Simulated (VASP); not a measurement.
# TiB2 (P-1) in VASP: single point with PBEsol

Aim: the single point of TiB2 with PBEsol.

All numbers are computed with VASP 6.6.1; they aren't measurements. Logs are shortened: lines on timing, memory, paths and dates and some standing lists are left out, and cuts for length are marked.

## 1. The cell of the first run

The typed cell holds 3 atoms: a = 3.030 Å, b = 3.069 Å, c = 3.229 Å, α = 90.62°, β = 91.71°, γ = 121.27°.

## 2. Single point, PBEsol

Input file INCAR:

```
  PREC = Accurate
  ENCUT = 520
  EDIFF = 1E-6
  ISMEAR = -1
  SIGMA = 0.1
  LREAL = False
  LASPH = True
  NELM = 100
  ALGO = Normal
  ISIF = 2
  LWAVE = False
  LCHARG = False
  GGA = PS
  NBANDS = 16
```

Input file KPOINTS:

```
regular mesh
0
Gamma
  13 13 11
```

Input file POSCAR:

```
TiB2
1.0
    3.0292000000     -0.0454380000     -0.0454380000
   -1.5539504600      2.6460830000     -0.0166314600
   -0.0484260000     -0.0484260000      3.2284000000
Ti B
1 2
Direct
    0.0000000000      0.0000000000      0.0000000000
    0.3333333333      0.6666666667      0.5000000000
    0.6666666667      0.3333333333      0.5000000000
```

Potentials or basis: VASP PAW PBE potentials, release 64 (Ti_sv, B).

On the command line:

```console
> cat potpaw_PBE.64/Ti_sv/POTCAR potpaw_PBE.64/B/POTCAR > POTCAR
> mpirun -np 1 vasp_std > vasp.out
```

OUTCAR:

```text
PREC = Accurate
   ENCUT = 520
   EDIFF = 1E-6
   ISMEAR = -1
   LREAL = False
   LASPH = True
   NELM = 100
   ISIF = 2
   GGA = PS

 ion  position               nearest neighbor table
   1  0.000  0.000  0.000-   3 2.31   2 2.31   3 2.34   2 2.34   2 2.38   3 2.38   2 2.41   3 2.41
                             2 2.41   3 2.41   3 2.42   2 2.42
   2  0.333  0.667  0.500-   3 1.73   3 1.75   3 1.77   1 2.31   1 2.34   1 2.38   1 2.41   1 2.41
                             1 2.42
   3  0.667  0.333  0.500-   2 1.73   2 1.75   2 1.77   1 2.31   1 2.34   1 2.38   1 2.41   1 2.41
                             1 2.42

  LATTYP: Found a triclinic cell.
 ALAT       =     2.9905799169
 B/A-ratio  =     1.0261151972
 C/A-ratio  =     1.0797659310
 COS(alpha) =     0.0107557738
 COS(beta)  =     0.0411893911
 COS(gamma) =     0.5001661177

  Lattice vectors:

 A1 = (  -1.4752495400,  -2.6006450000,   0.0620694600)
 A2 = (   1.5539504600,  -2.6460830000,   0.0166314600)
 A3 = (  -0.0484260000,  -0.0484260000,   3.2284000000)

Analysis of symmetry for initial positions (statically):
=====================================================================
 Subroutine PRICEL returns:
 Original cell was already a primitive cell.

 Routine SETGRP: Setting up the symmetry group for a
 triclinic supercell.

 Subroutine GETGRP returns: Found  2 space group operations
 (whereof  2 operations were pure point group operations)
 out of a pool of  2 trial point group operations.

The static configuration has the point symmetry S_2 .

Analysis of symmetry for dynamics (positions and initial velocities):
=====================================================================
 Subroutine PRICEL returns:
 Original cell was already a primitive cell.

 Routine SETGRP: Setting up the symmetry group for a
 triclinic supercell.

 Subroutine GETGRP returns: Found  2 space group operations
 (whereof  2 operations were pure point group operations)
 out of a pool of  2 trial point group operations.

The dynamic configuration has the point symmetry S_2 .

 Subroutine INISYM returns: Found  2 space group operations
 (whereof  2 operations are pure point group operations),
 and found     1 'primitive' translations

----------------------------------------------------------------------------------------

                                     Primitive cell

  volume of cell :      25.6376

  direct lattice vectors                    reciprocal lattice vectors
     3.029200000 -0.045438000 -0.045438000     0.333174837  0.195711599  0.007933297
    -1.553950460  2.646083000 -0.016631460     0.005807576  0.381364180  0.005807576
    -0.048426000 -0.048426000  3.228400000     0.004719176  0.004719176  0.309892535

  length of vectors
     3.029881493  3.068679501  3.229126308     0.386486014  0.381452610  0.309964393

  position of ions in fractional coordinates (direct lattice)
     0.000000000  0.000000000  0.000000000
     0.333333333  0.666666667  0.500000000
     0.666666667  0.333333333  0.500000000

  ion indices of the primitive-cell ions
   primitive index   ion index
                 1           1
                 2           2
                 3           3

----------------------------------------------------------------------------------------

 KPOINTS: regular mesh

Automatic generation of k-mesh.
 Grid dimensions read from file:
 generate k-points for:   13   13   11

 Generating k-lattice:

  Cartesian coordinates                     Fractional coordinates (reciprocal lattice)
     0.025628834  0.015054738  0.000610254     0.076923077 -0.000000000  0.000000000
     0.000446737  0.029335706  0.000446737     0.000000000  0.076923077  0.000000000
     0.000429016  0.000429016  0.028172049     0.000000000 -0.000000000  0.090909091

  Length of vectors
     0.029729693  0.029342508  0.028178581

  Shift w.r.t. Gamma in fractional coordinates (k-lattice)
     0.000000000  0.000000000  0.000000000

 Subroutine IBZKPT returns following result:
 ===========================================

 Found    930 irreducible k-points:

 Following reciprocal coordinates:
            Coordinates               Weight
  0.000000  0.000000  0.000000      1.000000
  0.076923  0.000000 -0.000000      2.000000
  0.153846  0.000000  0.000000      2.000000
  0.230769  0.000000  0.000000      2.000000
  0.307692  0.000000  0.000000      2.000000
  0.384615  0.000000  0.000000      2.000000
[... 16 lines left out ...]
  0.153846  0.153846 -0.000000      2.000000
  0.230769  0.153846 -0.000000      2.000000
 [... further k-points ...]
   k-points           NKPTS =    930   k-points in BZ     NKDIM =    930   number of bands    NBANDS=     16
   number of dos      NEDOS =    301   number of ions     NIONS =      3
   total plane-waves  NPLWV =  13824
   dimension x,y,z NGX =    24 NGY =   24 NGZ =   24
   dimension x,y,z NGXF=    48 NGYF=   48 NGZF=   48
   ions per type =               1   2
   NGX,Y,Z   is equivalent  to a cutoff of  13.17, 13.00, 12.36 a.u.
   NGXF,Y,Z  is equivalent  to a cutoff of  26.34, 26.00, 24.71 a.u.
 SYSTEM =  unknown system
   PREC   = accura    normal or accurate (medium, high low for compatibility)
   ISTART =      0    job   : 0-new  1-cont  2-samecut
   ICHARG =      2    charge: 1-file 2-atom 10-const
   ISPIN  =      1    spin polarized calculation?
   LNONCOLLINEAR =      F non collinear calculations
   LSORBIT =      F    spin-orbit coupling
   LASPH  =      T    aspherical Exc in radial PAW
   ENCUT  =  520.0 eV  38.22 Ry    6.18 a.u.   5.63  5.71  6.00*2*pi/ulx,y,z
   NELM   =    100;   NELMIN=  2; NELMDL= -5     # of ELM steps
   EDIFF  = 0.1E-05   stopping-criterion for ELM
   LREAL  =      F    real-space projection
   EDIFFG = 0.1E-04   stopping-criterion for IOM
   NSW    =      0    number of steps for IOM
   IBRION =     -1    ionic relax: 0-MD 1-quasi-New 2-CG
   NFREE  =      0    steps in history (QN), initial steepest desc. (CG)
   ISIF   =      2    stress and relaxation
   ISYM   =      2    0-nonsym 1-usesym 2-fastsym
   POTIM  = 0.5000    time-step for ionic-motion
   TEBEG  =    0.0;   TEEND  =   0.0 temperature during run
   PSTRESS=    0.0 pullay stress
   NELECT =      18.0000    total number of electrons
   NUPDOWN=      -1.0000    fix difference up-down
   EMIN   =  10.00;   EMAX   =-10.00  energy-range for DOS
   EFERMI =   0.00;   METHOD = LEGACY
   ISMEAR =    -1;   SIGMA  =   0.10  broadening in eV -4-tet -1-fermi 0-gaus
   EFERMI_NEDOS =   21; number of points for ismear=-14 and -15
   IALGO  =     38    algorithm
   IMIX   =      4    mixing-type and parameters
     AMIX     =   0.40;   BMIX     =  1.00
     AMIX_MAG =   1.60;   BMIX_MAG =  1.00
  volume/ion in A,a.u.               =       8.55        57.67
  Fermi-wavevector in a.u.,A,eV,Ry     =   1.455034  2.749615 28.805216  2.117124
  Thomas-Fermi vector in A             =   2.572115
   LORBIT       =      0    0 simple, 1 ext, 2 COOP (PROOUT), +10 PAW based schemes
   GGA     = PS    functional components
   LHFCALC =     F    Hartree Fock is set to
   AEXX    =    0.0000 exact exchange contribution
   IVDW    =     0    specifies the selected vdW correction
   LEPSILON=     F    determine dielectric tensor
   LRPA    =     F    only Hartree local field effects (RPA)
 non-spin polarized calculation
  energy-cutoff  :      520.00
  volume of cell :       25.64
 maximum number of plane-waves:       704
   NGX = 11   NGY = 11   NGZ = 11

 number of electron      18.0000002 magnetization

 Free energy of the ion-electron system (eV)
  ---------------------------------------------------
  ext. energy  EPLUGINS =         0.00000000
  ---------------------------------------------------
  free energy    TOTEN  =       -25.72963876 eV

  energy without entropy =      -25.71742260  energy(sigma->0) =      -25.72353068

 E-fermi :   9.9114     XC(G=0): -12.8735

 val. band max:        9.9100371082   @ k =   0.4615   0.3846   0.0000
 cond. band min:       9.9158870997   @ k =  -0.0769   0.0769   0.4545
 fundamental gap:      0.0058499915
 Fermi energy:         9.9114311970

 k-point     1 :       0.0000    0.0000    0.0000
  band No.  band energies     occupation
      1     -46.7801      2.00000
      2     -23.2419      2.00000
      3     -22.9417      2.00000
      4     -22.8956      2.00000
      5      -3.5569      2.00000
      6       7.1604      2.00000
[... 8 lines left out ...]
     15      15.8512      0.00000
     16      17.0420      0.00000

 k-point     2 :       0.0769    0.0000   -0.0000
  band No.  band energies     occupation
      1     -46.7766      2.00000
      2     -23.2377      2.00000
      3     -22.9496      2.00000
      4     -22.9193      2.00000
      5      -3.4396      2.00000
      6       7.0605      2.00000
[... 8 lines left out ...]
     15      16.3063      0.00000
     16      17.4713      0.00000

 k-point     3 :       0.1538    0.0000    0.0000
  band No.  band energies     occupation
      1     -46.7671      2.00000
      2     -23.2263      2.00000
      3     -22.9965      2.00000
      4     -22.9590      2.00000
      5      -3.0937      2.00000
      6       6.2575      2.00000
[... 8 lines left out ...]
     15      17.7233      0.00000
     16      18.3211      0.00000

 k-point     4 :       0.2308    0.0000    0.0000
  band No.  band energies     occupation
      1     -46.7536      2.00000
      2     -23.2109      2.00000
      3     -23.0905      2.00000
      4     -22.9849      2.00000
      5      -2.5359      2.00000
      6       5.1159      2.00000
[... 8 lines left out ...]
     15      17.4271      0.00000
     16      19.1477      0.00000
[... 324 lines left out ...]
 k-point    22 :       0.0769    0.1538   -0.0000
  band No.  band energies     occupation
      1     -46.7591      2.00000
      2     -23.2167      2.00000
      3     -23.0630      2.00000
      4     -22.9650      2.00000
      5      -2.7615      2.00000
      6       5.5154      2.00000
[... 8 lines left out ...]
     15      17.6321      0.00000
     16      17.9676      0.00000

 k-point    23 :       0.1538    0.1538   -0.0000
  band No.  band energies     occupation
      1     -46.7469      2.00000
      2     -23.2045      2.00000
      3     -23.1333      2.00000
      4     -23.0001      2.00000
      5      -2.2085      2.00000
      6       4.7470      2.00000
[... 8 lines left out ...]
     15      17.8432      0.00000
     16      18.4793      0.00000

 k-point    24 :       0.2308    0.1538   -0.0000
  band No.  band energies     occupation
      1     -46.7342      2.00000
      2     -23.2205      2.00000
      3     -23.1753      2.00000
      4     -23.0385      2.00000
      5      -1.4674      2.00000
      6       3.8042      2.00000
[... 8 lines left out ...]
     15      18.0131      0.00000
     16      19.1882      0.00000

 [... further k-points ...]
[... 5 lines left out ...]
  --------------------------------------------------------------------------------------
  -------------------------------------------------------------------------------------
  Total       -0.4692722     -0.4933283     -0.9120543      1.4765996      1.2847128      1.2868357
  in kB      -29.3263292    -30.8296724    -56.9972097     92.2774695     80.2858448     80.4185097
  external PRESSURE =     -39.0510704 kB  Pullay stress =       0.0000000 kB

 VOLUME and BASIS-vectors are now :
 -----------------------------------------------------------------------------
  energy-cutoff  :      520.00
  volume of cell :       25.64
      direct lattice vectors                 reciprocal lattice vectors
     3.029200000 -0.045438000 -0.045438000     0.333174837  0.195711599  0.007933297
    -1.553950460  2.646083000 -0.016631460     0.005807576  0.381364180  0.005807576
    -0.048426000 -0.048426000  3.228400000     0.004719176  0.004719176  0.309892535

 POSITION                                       TOTAL-FORCE (eV/Angst)
 -----------------------------------------------------------------------------------
      0.00000      0.00000      0.00000        -0.000000     -0.000000      0.000000
     -0.05045      1.72470      1.58797         0.099132      0.013028     -0.011884
      1.47727      0.82752      1.57836        -0.099132     -0.013028      0.011884
 -----------------------------------------------------------------------------------
    total drift:                               -0.000000      0.000000      0.000000

  FREE ENERGIE OF THE ION-ELECTRON SYSTEM (eV)
  ---------------------------------------------------
  free  energy   TOTEN  =       -25.7296387598 eV

  energy  without entropy=      -25.7174225979  energy(sigma->0) =      -25.72353068
```

Run time: 3.3 min. Hardware: 1 thread of AMD EPYC 9R45 (Zen 5), shared host; peak memory 0.42 GiB.

What came out:

| Quantity | Value |
| --- | --- |
| Free energy | -25.7296 eV |
| Pressure | -3.9 GPa |
| Largest force | 0.101 eV/Å |
| Band gap on the k mesh | zero (bands 9 and 10 overlap by 0.75 eV) |

Forces in eV/Å, atoms in the order of the input:
```
Ti   0.000  0.000  0.000
B    0.099  0.013 -0.012
B   -0.099 -0.013  0.012
```

Stress tensor (GPa, compression positive):
```
-2.93  9.23  8.04
 9.23 -3.08  8.03
 8.04  8.03 -5.70
```

Levels at points of the mesh, in eV from the Fermi level:
| k point | band 5 | band 6 | band 7 | band 8 | band 9 | band 10 | band 11 | band 12 | band 13 | band 14 |
| --- | --- | --- | --- | --- | --- | --- | --- | --- | --- | --- |
| (0.00, 0.00, 0.00) | -13.47 | -2.75 | -2.46 | -2.29 | -2.12 | 1.83 | 1.89 | 3.68 | 3.72 | 5.49 |

Caveat: the cell stands under tension; the PAW data sets were made with another functional, which shifts forces and pressure a little.
